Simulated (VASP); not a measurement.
# Sb in VASP: further runs

Runs on Sb. Level: PBE. Tasks: single point.

Program: VASP 6.6.1. These are calculated values, not measurements. Logs are shortened: lines on timing, memory, paths and dates and some standing lists are left out, and cuts for length are marked.

### Step 1. The cell of the first run

The cell holds a slab with vacuum, 4 atoms: a = 5.129 Å, b = 4.113 Å, c = 29.022 Å, α = 90.00°, β = 90.00°, γ = 90.00°.

### Step 2. Single point, PBE (uniaxial y strain -3.0%)

INCAR

```
SYSTEM = Sb
ALGO     = Normal         ! electronic algorithm
DIPOL    = 0.5 0.5 0.327
EDIFF    = 1E-6           ! SCF threshold, eV
ENCUT    = 400            ! plane-wave cutoff, eV
GGA      = PE             ! functional
GGA_COMPAT= .FALSE.      
IDIPOL   = 3            
ISIF     = 2              ! what is computed and relaxed
ISMEAR   = -1             ! smearing method
LASPH    = .TRUE.         ! aspherical terms in the spheres
LCHARG   = .FALSE.        ! write CHGCAR
LDIPOL   = .TRUE.       
LREAL    = .FALSE.        ! projectors in reciprocal space
LWAVE    = .FALSE.        ! write WAVECAR
NBANDS   = 38             ! bands
NELM     = 120            ! most SCF steps
NELMDL   = -8           
PREC     = Accurate       ! precision mode
SIGMA    = 0.02           ! smearing width, eV
```

KPOINTS

```
k-points
0
G
  6 6 1
  0 0 0
```

POSCAR

```
Sb
1.0
    5.1294153392      0.0000000000      0.0000000000
    0.0000000000      4.1128741301      0.0000000000
    0.0000000000      0.0000000000     29.0216962420
Sb
4
Direct
    0.0564372717      0.0000000000      0.3752430688
    0.4435627283      0.5000000000      0.3752430688
    0.5564372717      0.5000000000      0.2794395467
    0.9435627283      0.0000000000      0.2794395467
```

Potentials or basis: VASP PAW PBE potentials, release 64 (Sb_d_GW).

Started as:

```
$ cat potpaw_PBE.64/Sb_d_GW/POTCAR > POTCAR
$ mpirun -np 1 vasp_std > vasp.out
```

OUTCAR:

```text
SYSTEM = Sb
   EDIFF = 1E-6
   ENCUT = 400
   GGA = PE
   ISIF = 2
   ISMEAR = -1
   LASPH = .TRUE.
   LREAL = .FALSE.
   NELM = 120
   NELMDL = -8
   PREC = Accurate

 ion  position               nearest neighbor table
   1  0.056  0.000  0.375-   4 2.84   2 2.86   2 2.86
   2  0.444  0.500  0.375-   3 2.84   1 2.86   1 2.86
   3  0.556  0.500  0.279-   2 2.84   4 2.86   4 2.86
   4  0.944  0.000  0.279-   1 2.84   3 2.86   3 2.86

  LATTYP: Found a simple orthorhombic cell.
 ALAT       =     4.1128741301
 B/A-ratio  =     1.2471607876
 C/A-ratio  =     7.0563054749

  Lattice vectors:

 A1 = (   0.0000000000,  -4.1128741301,   0.0000000000)
 A2 = (   5.1294153392,   0.0000000000,   0.0000000000)
 A3 = (   0.0000000000,   0.0000000000,  29.0216962420)

Analysis of symmetry for initial positions (statically):
=====================================================================
 Subroutine PRICEL returns:
 Original cell was already a primitive cell.

 Routine SETGRP: Setting up the symmetry group for a
 simple orthorhombic supercell.

 Subroutine GETGRP returns: Found  8 space group operations
 (whereof  2 operations were pure point group operations)
 out of a pool of  8 trial point group operations.

The static configuration has the point symmetry C_1h.
 The point group associated with its full space group is D_2h.

Analysis of symmetry for dynamics (positions and initial velocities):
=====================================================================
 Subroutine PRICEL returns:
 Original cell was already a primitive cell.

 Routine SETGRP: Setting up the symmetry group for a
 simple orthorhombic supercell.

 Subroutine GETGRP returns: Found  8 space group operations
 (whereof  2 operations were pure point group operations)
 out of a pool of  8 trial point group operations.

The dynamic configuration has the point symmetry C_1h.
 The point group associated with its full space group is D_2h.

 Subroutine INISYM returns: Found  8 space group operations
 (whereof  2 operations are pure point group operations),
 and found     1 'primitive' translations

----------------------------------------------------------------------------------------

                                     Primitive cell

  volume of cell :     612.2603

  direct lattice vectors                    reciprocal lattice vectors
     5.129415339  0.000000000  0.000000000     0.194953993  0.000000000  0.000000000
     0.000000000  4.112874130  0.000000000     0.000000000  0.243138975  0.000000000
     0.000000000  0.000000000 29.021696242     0.000000000  0.000000000  0.034456980

  length of vectors
     5.129415339  4.112874130 29.021696242     0.194953993  0.243138975  0.034456980

  position of ions in fractional coordinates (direct lattice)
     0.056437272  0.000000000  0.375243069
     0.443562728  0.500000000  0.375243069
     0.556437272  0.500000000  0.279439547
     0.943562728  0.000000000  0.279439547

  ion indices of the primitive-cell ions
   primitive index   ion index
                 1           1
                 2           2
                 3           3
                 4           4

----------------------------------------------------------------------------------------

 KPOINTS: k-points

Automatic generation of k-mesh.
 Grid dimensions read from file:
 generate k-points for:    6    6    1

 Generating k-lattice:

  Cartesian coordinates                     Fractional coordinates (reciprocal lattice)
     0.032492332  0.000000000  0.000000000     0.166666667  0.000000000  0.000000000
     0.000000000  0.040523162  0.000000000     0.000000000  0.166666667  0.000000000
     0.000000000  0.000000000  0.034456980     0.000000000  0.000000000  1.000000000

  Length of vectors
     0.032492332  0.040523162  0.034456980

  Shift w.r.t. Gamma in fractional coordinates (k-lattice)
     0.000000000  0.000000000  0.000000000

 Subroutine IBZKPT returns following result:
 ===========================================

 Found     16 irreducible k-points:

 Following reciprocal coordinates:
            Coordinates               Weight
  0.000000  0.000000  0.000000      1.000000
  0.166667  0.000000  0.000000      2.000000
  0.333333  0.000000  0.000000      2.000000
  0.500000  0.000000  0.000000      1.000000
  0.000000  0.166667  0.000000      2.000000
  0.166667  0.166667  0.000000      4.000000
[... 8 lines left out ...]
  0.333333  0.500000  0.000000      2.000000
  0.500000  0.500000  0.000000      1.000000
   k-points           NKPTS =     16   k-points in BZ     NKDIM =     16   number of bands    NBANDS=     38
   number of dos      NEDOS =    301   number of ions     NIONS =      4
   total plane-waves  NPLWV = 193536
   dimension x,y,z NGX =    36 NGY =   28 NGZ =  192
   dimension x,y,z NGXF=    72 NGYF=   56 NGZF=  384
   ions per type =               4
   NGX,Y,Z   is equivalent  to a cutoff of  11.67, 11.32, 11.00 a.u.
   NGXF,Y,Z  is equivalent  to a cutoff of  23.34, 22.64, 22.00 a.u.
 SYSTEM =  Sb
   PREC   = accura    normal or accurate (medium, high low for compatibility)
   ISTART =      0    job   : 0-new  1-cont  2-samecut
   ICHARG =      2    charge: 1-file 2-atom 10-const
   ISPIN  =      1    spin polarized calculation?
   LNONCOLLINEAR =      F non collinear calculations
   LSORBIT =      F    spin-orbit coupling
   LASPH  =      T    aspherical Exc in radial PAW
   ENCUT  =  400.0 eV  29.40 Ry    5.42 a.u.   8.36  6.71 47.33*2*pi/ulx,y,z
   NELM   =    120;   NELMIN=  2; NELMDL= -8     # of ELM steps
   EDIFF  = 0.1E-05   stopping-criterion for ELM
   LREAL  =      F    real-space projection
   EDIFFG = 0.1E-04   stopping-criterion for IOM
   NSW    =      0    number of steps for IOM
   IBRION =     -1    ionic relax: 0-MD 1-quasi-New 2-CG
   NFREE  =      0    steps in history (QN), initial steepest desc. (CG)
   ISIF   =      2    stress and relaxation
   ISYM   =      2    0-nonsym 1-usesym 2-fastsym
   POTIM  = 0.5000    time-step for ionic-motion
   TEBEG  =    0.0;   TEEND  =   0.0 temperature during run
   PSTRESS=    0.0 pullay stress
   NELECT =      60.0000    total number of electrons
   NUPDOWN=      -1.0000    fix difference up-down
   EMIN   =  10.00;   EMAX   =-10.00  energy-range for DOS
   EFERMI =   0.00;   METHOD = LEGACY
   ISMEAR =    -1;   SIGMA  =   0.02  broadening in eV -4-tet -1-fermi 0-gaus
   EFERMI_NEDOS =   21; number of points for ismear=-14 and -15
   IALGO  =     38    algorithm
   IMIX   =      4    mixing-type and parameters
     AMIX     =   0.40;   BMIX     =  1.00
     AMIX_MAG =   1.60;   BMIX_MAG =  1.00
  volume/ion in A,a.u.               =     153.07      1032.93
  Fermi-wavevector in a.u.,A,eV,Ry     =   0.754768  1.426304  7.750886  0.569674
  Thomas-Fermi vector in A             =   1.852510
   LORBIT       =      0    0 simple, 1 ext, 2 COOP (PROOUT), +10 PAW based schemes
   GGA     = PE    functional components
   LHFCALC =     F    Hartree Fock is set to
   AEXX    =    0.0000 exact exchange contribution
   IVDW    =     0    specifies the selected vdW correction
   LEPSILON=     F    determine dielectric tensor
   LRPA    =     F    only Hartree local field effects (RPA)
 non-spin polarized calculation
  energy-cutoff  :      400.00
  volume of cell :      612.26
 maximum number of plane-waves:     11152
 NGX is ok and might be reduce to    36
   NGX = 17   NGY = 13   NGZ = 95

 dipolmoment           0.000000      0.000000      0.000007 electrons x Angstroem

 number of electron      60.0000020 magnetization

 dipolmoment           0.000000      0.000000     -0.000005 electrons x Angstroem

 Free energy of the ion-electron system (eV)
  ---------------------------------------------------
  ext. energy  EPLUGINS =         0.00000000
  ---------------------------------------------------
  free energy    TOTEN  =       -16.17941992 eV

  energy without entropy =      -16.17941911  energy(sigma->0) =      -16.17941951

 E-fermi :  -2.1478     XC(G=0):  -2.4089

 val. band max:       -2.3692689443   @ k =   0.3333   0.0000   0.0000
 cond. band min:      -1.9398985799   @ k =   0.0000   0.0000   0.0000
 fundamental gap:      0.4293703644
 Fermi energy:        -2.1477631520

 k-point     1 :       0.0000    0.0000    0.0000
  band No.  band energies     occupation
      1     -31.3791      2.00000
      2     -31.3777      2.00000
      3     -31.3612      2.00000
      4     -31.3013      2.00000
      5     -31.2895      2.00000
      6     -31.2554      2.00000
[... 30 lines left out ...]
     37       1.8984      0.00000
     38       2.2742      0.00000

 k-point     2 :       0.1667    0.0000    0.0000
  band No.  band energies     occupation
      1     -31.3764      2.00000
      2     -31.3750      2.00000
      3     -31.3570      2.00000
      4     -31.3033      2.00000
      5     -31.2890      2.00000
      6     -31.2643      2.00000
[... 30 lines left out ...]
     37       1.7626      0.00000
     38       1.7855      0.00000

 k-point     3 :       0.3333    0.0000    0.0000
  band No.  band energies     occupation
      1     -31.3704      2.00000
      2     -31.3694      2.00000
      3     -31.3451      2.00000
      4     -31.3118      2.00000
      5     -31.2876      2.00000
      6     -31.2781      2.00000
[... 30 lines left out ...]
     37       1.9213      0.00000
     38       2.3159      0.00000

 k-point     4 :       0.5000    0.0000    0.0000
  band No.  band energies     occupation
      1     -31.3670      2.00000
      2     -31.3669      2.00000
      3     -31.3281      2.00000
      4     -31.3281      2.00000
      5     -31.2849      2.00000
      6     -31.2849      2.00000
[... 30 lines left out ...]
     37       2.6657      0.00000
     38       2.6658      0.00000
[... 375 lines left out ...]
      4     -31.2881      2.00000
      5     -31.2621      2.00000
      6     -31.2621      2.00000
[... 30 lines left out ...]
     37       2.6995      0.00000
     38       2.6995      0.00000

 k-point    15 :       0.3333    0.5000    0.0000
  band No.  band energies     occupation
      1     -31.3550      2.00000
      2     -31.3550      2.00000
      3     -31.2973      2.00000
      4     -31.2973      2.00000
      5     -31.2546      2.00000
      6     -31.2546      2.00000
[... 30 lines left out ...]
     37       2.2798      0.00000
     38       2.2798      0.00000

 k-point    16 :       0.5000    0.5000    0.0000
  band No.  band energies     occupation
      1     -31.3563      2.00000
      2     -31.3563      2.00000
      3     -31.3008      2.00000
      4     -31.3008      2.00000
      5     -31.2511      2.00000
      6     -31.2511      2.00000
[... 30 lines left out ...]
     37       3.0584      0.00000
     38       3.0586      0.00000

------------------------ aborting loop because EDIFF is reached ----------------------------------------

 vacuum level on the upper side and lower side of the slab       (xc-potential included)        -0.006        -0.006

  FORCE on cell =-STRESS in cart. coord.  units (eV):
  Direction    XX          YY          ZZ          XY          YZ          ZX
  --------------------------------------------------------------------------------------
  -------------------------------------------------------------------------------------
  Total        1.1236031      2.8287654      0.7398927      0.0000000      0.0000000      0.0000000
  in kB        2.9402714      7.4023810      1.9361690      0.0000000      0.0000000      0.0000000
  external PRESSURE =       4.0929405 kB  Pullay stress =       0.0000000 kB

 VOLUME and BASIS-vectors are now :
 -----------------------------------------------------------------------------
  energy-cutoff  :      400.00
  volume of cell :      612.26
      direct lattice vectors                 reciprocal lattice vectors
     5.129415339  0.000000000  0.000000000     0.194953993  0.000000000  0.000000000
     0.000000000  4.112874130  0.000000000     0.000000000  0.243138975  0.000000000
     0.000000000  0.000000000 29.021696242     0.000000000  0.000000000  0.034456980

 POSITION                                       TOTAL-FORCE (eV/Angst)
 -----------------------------------------------------------------------------------
      0.28949      0.00000     10.89019        -0.207524     -0.000000      0.172757
      2.27522      2.05644     10.89019         0.207524     -0.000000      0.172757
      2.85420      2.05644      8.10981        -0.207524     -0.000000     -0.172757
      4.83993      0.00000      8.10981         0.207524      0.000000     -0.172757
 -----------------------------------------------------------------------------------
    total drift:                               -0.000000     -0.000000     -0.001435

  FREE ENERGIE OF THE ION-ELECTRON SYSTEM (eV)
  ---------------------------------------------------
  free  energy   TOTEN  =       -16.1794199153 eV

  energy  without entropy=      -16.1794191050  energy(sigma->0) =      -16.17941951

 vacuum level on the upper side and lower side of the slab         1.797         1.797
```

Wall time 6 min (1 thread of Intel Xeon 6975P-C (Granite Rapids), shared host); peak memory 0.55 GiB.

Results:

| Item | Value |
| --- | --- |
| Free energy | -16.1794 eV |
| Largest force | 0.270 eV/Å |

Forces on the atoms (eV/Å):
```
Sb  -0.208  0.000  0.173
Sb   0.208  0.000  0.173
Sb  -0.208  0.000 -0.173
Sb   0.208  0.000 -0.173
```

Caveat: the cell differs from its parent crystal (uniaxial y strain -3.0%); spin-orbit coupling is left out, which moves the levels of the heavy elements.

### Step 3. Single point, PBE (strain +2.5%)

INCAR

```
  PREC = Accurate
  ENCUT = 400
  EDIFF = 1E-6
  ISMEAR = -1
  SIGMA = 0.02
  LREAL = False
  LASPH = True
  NELM = 120
  ALGO = Normal
  ISIF = 2
  LWAVE = False
  LCHARG = True
  LDIPOL = True
  IDIPOL = 3
  DIPOL = 0.5 0.5 0.327
  GGA = PE
  LELF = True
  LVHAR = True
  LVACPOTAV = True
  NBANDS = 38
  GGA_COMPAT = False
  NELMDL = -8
```

KPOINTS

```
Automatic mesh
0
Gamma
  6 6 1
```

POSCAR

```
Sb
1.0
    5.2576507227      0.0000000000      0.0000000000
    0.0000000000      4.3460783334      0.0000000000
    0.0000000000      0.0000000000     29.0216962420
Sb
4
Direct
    0.0658307549      0.0000000000      0.3748890330
    0.4341692451      0.5000000000      0.3748890330
    0.5658307549      0.5000000000      0.2797935825
    0.9341692451      0.0000000000      0.2797935825
```

Potentials or basis: VASP PAW PBE potentials, release 64 (Sb_d_GW).

Started as:

```
$ cat potpaw_PBE.64/Sb_d_GW/POTCAR > POTCAR
$ mpirun -np 1 vasp_std > vasp.out
```

It took 11 min on 1 thread of AMD EPYC 7R13 (Zen 3), shared host; peak memory 0.56 GiB.

Results (log left out):

```
Free energy   : -16.1981 eV
Largest force : 0.227 eV/Å
```

Forces in eV/Å, atoms in the order of the input:
```
Sb  -0.152  0.000  0.168
Sb   0.152  0.000  0.168
Sb  -0.152  0.000 -0.168
Sb   0.152  0.000 -0.168
```

Levels at points of the mesh, in eV from the Fermi level:
```
           k point  band 26  band 27  band 28  band 29  band 30  band 31  band 32  band 33  band 34  band 35
(0.00, 0.00, 0.00)    -3.19    -2.76    -1.52    -1.44    -0.45     0.50     1.39     1.62     2.23     3.61
(0.50, 0.00, 0.00)    -2.47    -1.88    -1.88    -0.92    -0.92     0.77     0.77     1.84     1.84     2.21
(0.00, 0.50, 0.00)    -3.01    -2.07    -2.07    -1.79    -1.79     0.80     0.80     1.18     1.18     2.26
(0.50, 0.50, 0.00)    -4.09    -3.39    -3.39    -1.54    -1.54     1.94     1.94     3.41     3.41     4.47
```

Caveat: the cell differs from its parent crystal (strain +2.5%); spin-orbit coupling is left out, which moves the levels of the heavy elements.
